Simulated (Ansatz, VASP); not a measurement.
# Two plane-wave programs on MgS

```
CELL_PARAMETERS angstrom
0.00000 2.63589 2.63589
2.63589 0.00000 2.63589
2.63589 2.63589 0.00000
ATOMIC_POSITIONS crystal
S 0.50000 0.50000 0.50000
Mg 0.00000 0.00000 0.00000
```

Alike in both runs: task single point; functional HSE06; k mesh 6 × 6 × 6; occupations fermi-dirac, width 0.05 eV; no spin polarisation.

```csv
,VASP,Ansatz
version,VASP 6.6.1,Ansatz 0.2.0
potentials or method,"VASP PAW PBE potentials, release 64 (S, Mg)",Ansatz PAW
plane-wave cutoff (eV),520,420
valence electrons in the cell,8,16
```

```tsv
	VASP	Ansatz	Ansatz less VASP
gap on the k mesh at the Fermi level (eV)	3.65	3.71	+0.053
least direct gap on the mesh (eV)	4.47	4.50	+0.032
pressure (GPa)	-3.5	-3.2	+0.30
```

With one functional, cell and mesh, what is left measures potentials, basis and numerics. VASP's potentials hold 8 valence electrons a cell and Ansatz's 16, so a difference there can come from the potentials and not from the codes.
